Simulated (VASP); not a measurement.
# BaO (Fm-3m) in VASP: further runs

BaO is run at these levels: PBEsol; tasks: single point.

All numbers are computed with VASP 6.6.1; they aren't measurements. Logs are shortened: lines on timing, memory, paths and dates and some standing lists are left out, and cuts for length are marked.

## Step 1: The cell of the first run

It takes space group Fm-3m (No. 225, cubic). Conventional cell: a = 5.490 Å, b = 5.490 Å, c = 5.490 Å, α = 90.00°, β = 90.00°, γ = 90.00°. Ba (site symmetry m-3m) has 6 O at 2.75 Å within 3.6 Å. Within 3.6 Å of O (site symmetry m-3m) lie 6 Ba at 2.75 Å.

## Step 2: Single point, PBEsol

The input, INCAR:

```
SYSTEM = BaO
ALGO = Normal ; EDIFF = 1E-6
ENCUT = 520 ; GGA = PS
ISIF = 2 ; ISMEAR = 0
LASPH = .TRUE. ; LCHARG = .FALSE.
LREAL = .FALSE. ; LWAVE = .FALSE.
NBANDS = 15 ; NELM = 80
PREC = Accurate ; SIGMA = 0.02
```

The input, KPOINTS:

```
k-points
0
G
  8 8 8
  0 0 0
```

The input, POSCAR:

```
BaO
1.0
    0.0000000000      2.7451854822      2.7451854822
    2.7451854822      0.0000000000      2.7451854822
    2.7451854822      2.7451854822      0.0000000000
Ba O
1 1
Direct
    0.0000000000      0.0000000000      0.0000000000
    0.5000000000      0.5000000000      0.5000000000
```

Potentials or basis: VASP PAW PBE potentials, release 64 (Ba_sv, O).

On the command line:

```bash
cat potpaw_PBE.64/Ba_sv/POTCAR potpaw_PBE.64/O/POTCAR > POTCAR
mpirun -np 1 vasp_std > vasp.out
```

OUTCAR:

```text
SYSTEM = BaO
   EDIFF = 1E-6
   ENCUT = 520
   GGA = PS
   ISIF = 2
   ISMEAR = 0
   LASPH = .TRUE.
   LREAL = .FALSE.
   NELM = 80
   PREC = Accurate

 ion  position               nearest neighbor table
   1  0.000  0.000  0.000-   2 2.75   2 2.75   2 2.75   2 2.75   2 2.75   2 2.75
   2  0.500  0.500  0.500-   1 2.75   1 2.75   1 2.75   1 2.75   1 2.75   1 2.75

  LATTYP: Found a face centered cubic cell.
 ALAT       =     5.4903709644

  Lattice vectors:

 A1 = (   0.0000000000,   2.7451854822,   2.7451854822)
 A2 = (   2.7451854822,   0.0000000000,   2.7451854822)
 A3 = (   2.7451854822,   2.7451854822,   0.0000000000)

Analysis of symmetry for initial positions (statically):
=====================================================================
 Subroutine PRICEL returns:
 Original cell was already a primitive cell.

 Routine SETGRP: Setting up the symmetry group for a
 face centered cubic supercell.

 Subroutine GETGRP returns: Found 48 space group operations
 (whereof 48 operations were pure point group operations)
 out of a pool of 48 trial point group operations.

The static configuration has the point symmetry O_h .

Analysis of symmetry for dynamics (positions and initial velocities):
=====================================================================
 Subroutine PRICEL returns:
 Original cell was already a primitive cell.

 Routine SETGRP: Setting up the symmetry group for a
 face centered cubic supercell.

 Subroutine GETGRP returns: Found 48 space group operations
 (whereof 48 operations were pure point group operations)
 out of a pool of 48 trial point group operations.

The dynamic configuration has the point symmetry O_h .

 Subroutine INISYM returns: Found 48 space group operations
 (whereof 48 operations are pure point group operations),
 and found     1 'primitive' translations

----------------------------------------------------------------------------------------

                                     Primitive cell

  volume of cell :      41.3757

  direct lattice vectors                    reciprocal lattice vectors
     0.000000000  2.745185482  2.745185482    -0.182137055  0.182137055  0.182137055
     2.745185482  0.000000000  2.745185482     0.182137055 -0.182137055  0.182137055
     2.745185482  2.745185482  0.000000000     0.182137055  0.182137055 -0.182137055

  length of vectors
     3.882278540  3.882278540  3.882278540     0.315470634  0.315470634  0.315470634

  position of ions in fractional coordinates (direct lattice)
     0.000000000  0.000000000  0.000000000
     0.500000000  0.500000000  0.500000000

  ion indices of the primitive-cell ions
   primitive index   ion index
                 1           1
                 2           2

----------------------------------------------------------------------------------------

 KPOINTS: k-points

Automatic generation of k-mesh.
 Grid dimensions read from file:
 generate k-points for:    8    8    8

 Generating k-lattice:

  Cartesian coordinates                     Fractional coordinates (reciprocal lattice)
    -0.022767132  0.022767132  0.022767132     0.125000000  0.000000000  0.000000000
     0.022767132 -0.022767132  0.022767132     0.000000000  0.125000000  0.000000000
     0.022767132  0.022767132 -0.022767132     0.000000000  0.000000000  0.125000000

  Length of vectors
     0.039433829  0.039433829  0.039433829

  Shift w.r.t. Gamma in fractional coordinates (k-lattice)
     0.000000000  0.000000000  0.000000000

 Subroutine IBZKPT returns following result:
 ===========================================

 Found     29 irreducible k-points:

 Following reciprocal coordinates:
            Coordinates               Weight
  0.000000  0.000000  0.000000      1.000000
  0.125000  0.000000  0.000000      8.000000
  0.250000  0.000000  0.000000      8.000000
  0.375000  0.000000  0.000000      8.000000
  0.500000  0.000000  0.000000      4.000000
  0.125000  0.125000  0.000000      6.000000
[... 16 lines left out ...]
  0.500000  0.250000  0.125000     48.000000
 -0.375000  0.250000  0.125000     24.000000
 [... further k-points ...]
   k-points           NKPTS =     29   k-points in BZ     NKDIM =     29   number of bands    NBANDS=     15
   number of dos      NEDOS =    301   number of ions     NIONS =      2
   total plane-waves  NPLWV =  27000
   dimension x,y,z NGX =    30 NGY =   30 NGZ =   30
   dimension x,y,z NGXF=    60 NGYF=   60 NGZF=   60
   ions per type =               1   1
   NGX,Y,Z   is equivalent  to a cutoff of  12.85, 12.85, 12.85 a.u.
   NGXF,Y,Z  is equivalent  to a cutoff of  25.69, 25.69, 25.69 a.u.
 SYSTEM =  BaO
   PREC   = accura    normal or accurate (medium, high low for compatibility)
   ISTART =      0    job   : 0-new  1-cont  2-samecut
   ICHARG =      2    charge: 1-file 2-atom 10-const
   ISPIN  =      1    spin polarized calculation?
   LNONCOLLINEAR =      F non collinear calculations
   LSORBIT =      F    spin-orbit coupling
   LASPH  =      T    aspherical Exc in radial PAW
   ENCUT  =  520.0 eV  38.22 Ry    6.18 a.u.   7.22  7.22  7.22*2*pi/ulx,y,z
   NELM   =     80;   NELMIN=  2; NELMDL= -5     # of ELM steps
   EDIFF  = 0.1E-05   stopping-criterion for ELM
   LREAL  =      F    real-space projection
   EDIFFG = 0.1E-04   stopping-criterion for IOM
   NSW    =      0    number of steps for IOM
   IBRION =     -1    ionic relax: 0-MD 1-quasi-New 2-CG
   NFREE  =      0    steps in history (QN), initial steepest desc. (CG)
   ISIF   =      2    stress and relaxation
   ISYM   =      2    0-nonsym 1-usesym 2-fastsym
   POTIM  = 0.5000    time-step for ionic-motion
   TEBEG  =    0.0;   TEEND  =   0.0 temperature during run
   PSTRESS=    0.0 pullay stress
   NELECT =      16.0000    total number of electrons
   NUPDOWN=      -1.0000    fix difference up-down
   EMIN   =  10.00;   EMAX   =-10.00  energy-range for DOS
   EFERMI =   0.00;   METHOD = LEGACY
   ISMEAR =     0;   SIGMA  =   0.02  broadening in eV -4-tet -1-fermi 0-gaus
   EFERMI_NEDOS =   21; number of points for ismear=-14 and -15
   IALGO  =     38    algorithm
   IMIX   =      4    mixing-type and parameters
     AMIX     =   0.40;   BMIX     =  1.00
     AMIX_MAG =   1.60;   BMIX_MAG =  1.00
  volume/ion in A,a.u.               =      20.69       139.61
  Fermi-wavevector in a.u.,A,eV,Ry     =   1.192705  2.253886 19.354911  1.422546
  Thomas-Fermi vector in A             =   2.328737
   LORBIT       =      0    0 simple, 1 ext, 2 COOP (PROOUT), +10 PAW based schemes
   GGA     = PS    functional components
   LHFCALC =     F    Hartree Fock is set to
   AEXX    =    0.0000 exact exchange contribution
   IVDW    =     0    specifies the selected vdW correction
   LEPSILON=     F    determine dielectric tensor
   LRPA    =     F    only Hartree local field effects (RPA)
 non-spin polarized calculation
 Gauss-broadening in eV      SIGMA  =   0.02
  energy-cutoff  :      520.00
  volume of cell :       41.38
 maximum number of plane-waves:      1139
 NGX is ok and might be reduce to    30
   NGX = 15   NGY = 15   NGZ = 15

 number of electron      15.9999996 magnetization

 Free energy of the ion-electron system (eV)
  ---------------------------------------------------
  ext. energy  EPLUGINS =         0.00000000
  ---------------------------------------------------
  free energy    TOTEN  =       -12.39356556 eV

  energy without entropy =      -12.39356556  energy(sigma->0) =      -12.39356556

 E-fermi :   2.0432     XC(G=0):  -9.9782

 val. band max:        1.8974616277   @ k =   0.5000   0.5000   0.0000
 cond. band min:       3.6668413409   @ k =   0.5000   0.5000   0.0000
 fundamental gap:      1.7693797132
 Fermi energy:         2.0432394232

 k-point     1 :       0.0000    0.0000    0.0000
  band No.  band energies     occupation
      1     -23.9550      2.00000
      2     -13.1143      2.00000
      3      -8.3894      2.00000
      4      -8.3894      2.00000
      5      -8.3894      2.00000
      6       1.4711      2.00000
      7       1.4711      2.00000
      8       1.4711      2.00000
      9       5.3700      0.00000
     10       6.5074      0.00000
     11       6.5074      0.00000
     12       6.5074      0.00000
     13       8.8631      0.00000
     14       8.8631      0.00000
     15      11.6623      0.00000

 k-point     2 :       0.1250    0.0000    0.0000
  band No.  band energies     occupation
      1     -23.9139      2.00000
      2     -13.2331      2.00000
      3      -8.4277      2.00000
      4      -8.4090      2.00000
      5      -8.4090      2.00000
      6       1.1147      2.00000
      7       1.2573      2.00000
      8       1.2573      2.00000
      9       6.0244      0.00000
     10       6.3814      0.00000
     11       6.8095      0.00000
     12       6.8095      0.00000
     13       9.2850      0.00000
     14       9.2850      0.00000
     15      12.6691      0.00000

 k-point     3 :       0.2500    0.0000    0.0000
  band No.  band energies     occupation
      1     -23.8119      2.00000
      2     -13.5210      2.00000
      3      -8.5129      2.00000
      4      -8.4551      2.00000
      5      -8.4551      2.00000
      6       0.4538      2.00000
      7       0.8038      2.00000
      8       0.8038      2.00000
      9       6.2699      0.00000
     10       7.6292      0.00000
     11       7.6292      0.00000
     12       7.6667      0.00000
     13      10.3259      0.00000
     14      10.3259      0.00000
     15      14.8466      0.00000

 k-point     4 :       0.3750    0.0000    0.0000
  band No.  band energies     occupation
      1     -23.7057      2.00000
      2     -13.8100      2.00000
      3      -8.5890      2.00000
      4      -8.4996      2.00000
      5      -8.4996      2.00000
      6      -0.0744      2.00000
      7       0.4134      2.00000
      8       0.4134      2.00000
      9       6.5664      0.00000
     10       8.6288      0.00000
     11       8.6288      0.00000
     12       9.3079      0.00000
     13      11.6360      0.00000
     14      11.6360      0.00000
     15      15.8760      0.00000
[... 307 lines left out ...]
 k-point    22 :       0.3750    0.2500    0.1250
  band No.  band energies     occupation
      1     -23.7383      2.00000
      2     -13.5650      2.00000
      3      -8.8601      2.00000
      4      -8.6536      2.00000
      5      -8.5434      2.00000
      6       0.3210      2.00000
      7       0.7849      2.00000
      8       1.4357      2.00000
      9       5.3879      0.00000
     10       7.5786      0.00000
     11       8.5444      0.00000
     12       8.9243      0.00000
     13      10.6047      0.00000
     14      11.3333      0.00000
     15      16.3519      0.00000

 k-point    23 :       0.5000    0.2500    0.1250
  band No.  band energies     occupation
      1     -23.6544      2.00000
      2     -13.6944      2.00000
      3      -9.0623      2.00000
      4      -8.9130      2.00000
      5      -8.5152      2.00000
      6       0.3277      2.00000
      7       0.5995      2.00000
      8       1.2718      2.00000
      9       5.9195      0.00000
     10       7.8689      0.00000
     11       9.3327      0.00000
     12       9.4673      0.00000
     13      11.5590      0.00000
     14      13.0212      0.00000
     15      14.7392      0.00000

 k-point    24 :      -0.3750    0.2500    0.1250
  band No.  band energies     occupation
      1     -23.6190      2.00000
      2     -13.7494      2.00000
      3      -9.0827      2.00000
      4      -9.0777      2.00000
      5      -8.5044      2.00000
      6       0.2133      2.00000
      7       0.8794      2.00000
      8       0.9441      2.00000
      9       6.6807      0.00000
     10       7.2969      0.00000
     11       9.8402      0.00000
     12       9.8581      0.00000
     13      12.1559      0.00000
     14      13.7665      0.00000
     15      14.1135      0.00000

 [... further k-points ...]

------------------------ aborting loop because EDIFF is reached ----------------------------------------

  FORCE on cell =-STRESS in cart. coord.  units (eV):
  Direction    XX          YY          ZZ          XY          YZ          ZX
  --------------------------------------------------------------------------------------
  -------------------------------------------------------------------------------------
  Total        0.4854422      0.4854422      0.4854422      0.0000000      0.0000000     -0.0000000
  in kB       18.7976272     18.7976272     18.7976272      0.0000000      0.0000000     -0.0000000
  external PRESSURE =      18.7976272 kB  Pullay stress =       0.0000000 kB

 VOLUME and BASIS-vectors are now :
 -----------------------------------------------------------------------------
  energy-cutoff  :      520.00
  volume of cell :       41.38
      direct lattice vectors                 reciprocal lattice vectors
     0.000000000  2.745185482  2.745185482    -0.182137055  0.182137055  0.182137055
     2.745185482  0.000000000  2.745185482     0.182137055 -0.182137055  0.182137055
     2.745185482  2.745185482  0.000000000     0.182137055  0.182137055 -0.182137055

 POSITION                                       TOTAL-FORCE (eV/Angst)
 -----------------------------------------------------------------------------------
      0.00000      0.00000      0.00000        -0.000000      0.000000     -0.000000
      2.74519      2.74519      2.74519         0.000000     -0.000000      0.000000
 -----------------------------------------------------------------------------------
    total drift:                                0.000000      0.000000      0.000000

  FREE ENERGIE OF THE ION-ELECTRON SYSTEM (eV)
  ---------------------------------------------------
  free  energy   TOTEN  =       -12.3935655573 eV

  energy  without entropy=      -12.3935655573  energy(sigma->0) =      -12.39356556
```

It took 26 s on 1 thread of Intel Xeon 8259CL, shared host; peak memory 0.17 GiB.

What came out:

```yaml
Free_energy: -12.3936 eV
Pressure: 1.9 GPa
Band_gap_on_the_k_mesh: 1.77 eV, direct
```

Levels at points of the mesh, in eV from the valence-band top:
```
           k point  band 6  band 7  band 8  band 9  band 10  band 11
(0.00, 0.00, 0.00)   -0.43   -0.43   -0.43    3.47     4.61     4.61
(0.50, 0.00, 0.00)   -2.17   -1.63   -1.63    4.88     7.22     7.22
(0.50, 0.50, 0.00)   -0.20   -0.20    0.00    1.77     6.03     9.02
```

Caveat: the PAW data sets were made with another functional, which shifts forces and pressure a little; spin-orbit coupling is left out, which moves the levels of the heavy elements. A k mesh can miss the band edges.

## Step 3: Single point, PBEsol

This run uses another cell than the first one, of 20.80 Å³/atom, 1.005 times its volume.

The input, INCAR:

```
PREC = Accurate ; ENCUT = 600
EDIFF = 1E-6 ; ISMEAR = 0
SIGMA = 0.1 ; LREAL = False
LASPH = True ; NELM = 120
ALGO = Normal ; ISIF = 2
LWAVE = False ; LCHARG = False
GGA = PS ; NBANDS = 15
GGA_COMPAT = False
```

The input, KPOINTS:

```
Automatic mesh
0
Gamma
  6 6 6
```

The input, POSCAR:

```
BaO
1.0
    0.0000000000     -2.7500000000     -2.7500000000
    2.7500000000      0.0000000000     -2.7500000000
    2.7500000000     -2.7500000000      0.0000000000
Ba O
1 1
Direct
    0.0000000000      0.0000000000      0.0000000000
    0.5000000000      0.5000000000      0.5000000000
```

Potentials or basis: VASP PAW PBE potentials, release 64 (Ba_sv, O).

On the command line:

```bash
cat potpaw_PBE.64/Ba_sv/POTCAR potpaw_PBE.64/O/POTCAR > POTCAR
mpirun -np 1 vasp_std > vasp.out
```

Wall time 13 s (1 thread of Intel Xeon 6975P-C, shared host); peak memory 0.18 GiB.

It converged, with:

| Quantity | Value |
| --- | --- |
| Free energy | -12.3973 eV |
| Pressure | 1.4 GPa |
| Band gap on the k mesh | 1.79 eV, direct |

Levels at points of the mesh, in eV from the valence-band top:
| k point | band 4 | band 5 | band 6 | band 7 | band 8 | band 9 | band 10 | band 11 | band 12 | band 13 |
| --- | --- | --- | --- | --- | --- | --- | --- | --- | --- | --- |
| (0.00, 0.00, 0.00) | -10.29 | -10.29 | -0.41 | -0.41 | -0.41 | 3.45 | 4.62 | 4.62 | 4.62 | 6.96 |
| (0.50, 0.00, 0.00) | -10.42 | -10.42 | -2.15 | -1.61 | -1.61 | 4.88 | 7.20 | 7.20 | 8.12 | 10.69 |
| (0.50, 0.50, 0.00) | -10.93 | -10.93 | -0.20 | -0.20 | 0.00 | 1.79 | 6.01 | 8.99 | 9.34 | 9.92 |

Caveat: the PAW data sets were made with another functional, which shifts forces and pressure a little; spin-orbit coupling is left out, which moves the levels of the heavy elements. A hybrid or GW would open this gap; PBEsol tends to underestimate it.

## Step 4: Single point, PBEsol

The input, INCAR:

```
PREC = Accurate ; ENCUT = 600
EDIFF = 1E-6 ; ISMEAR = 0
SIGMA = 0.02 ; LREAL = F
LASPH = T ; NELM = 120
ALGO = Normal ; ISIF = 2
LWAVE = F ; LCHARG = T
GGA = PS ; LELF = T
LVHAR = T ; NBANDS = 15
GGA_COMPAT = F
```

The input, KPOINTS:

```
Automatic mesh
0
Gamma
  8 8 8
```

The input, POSCAR:

```
BaO
1.0
    0.0000000000      2.7451854827      2.7451854827
    2.7451854827      0.0000000000      2.7451854827
    2.7451854827      2.7451854827      0.0000000000
Ba O
1 1
Direct
    0.0000000000      0.0000000000      0.0000000000
    0.5000000000      0.5000000000      0.5000000000
```

On the command line:

```bash
cat potpaw_PBE.64/Ba_sv/POTCAR potpaw_PBE.64/O/POTCAR > POTCAR
mpirun -np 1 vasp_std > vasp.out
```

Run time: 8.5 s. Hardware: 1 thread of Intel Xeon 6975P-C (Granite Rapids), shared host; peak memory 0.18 GiB.

The run converged. Its results:

* Free energy: -12.3950 eV
* Pressure: 1.8 GPa
* Band gap on the k mesh: 1.77 eV, direct

Levels at points of the mesh, in eV from the valence-band top:
```tsv
k point	band 5	band 6	band 7	band 8	band 9	band 10	band 11	band 12
(0.00, 0.00, 0.00)	-10.29	-0.43	-0.43	-0.43	3.47	4.61	4.61	4.61
(0.50, 0.00, 0.00)	-10.41	-2.17	-1.63	-1.63	4.88	7.22	7.22	8.15
(0.50, 0.50, 0.00)	-10.93	-0.20	-0.20	0.00	1.77	6.03	9.02	9.38
```

Caveat: the PAW data sets were made with another functional, which shifts forces and pressure a little; spin-orbit coupling is left out, which moves the levels of the heavy elements. A k mesh can miss the band edges.

## Step 5: Summary

```csv
cell,k mesh,cutoff (eV),smearing,gap on the mesh (eV),pressure (GPa)
"a = 3.882 Å, angles 60.0°, 2 atoms",8 × 8 × 8,520,gaussian 0.02 eV,1.77,1.9
"a = 3.889 Å, angles 60.0°, 2 atoms",6 × 6 × 6,600,gaussian 0.1 eV,1.79,1.4
"a = 3.882 Å, angles 60.0°, 2 atoms",8 × 8 × 8,600,gaussian 0.02 eV,1.77,1.8
```

Alike in all rows: task single point; level PBEsol; potentials or basis VASP PAW PBE potentials, release 64 (Ba_sv, O); no spin polarisation.

Caveats: the PAW data sets were made with another functional, which shifts forces and pressure a little; spin-orbit coupling is left out, which moves the levels of the heavy elements.

Total energies depend on the potentials used, so only differences within one code and one set of settings carry meaning.
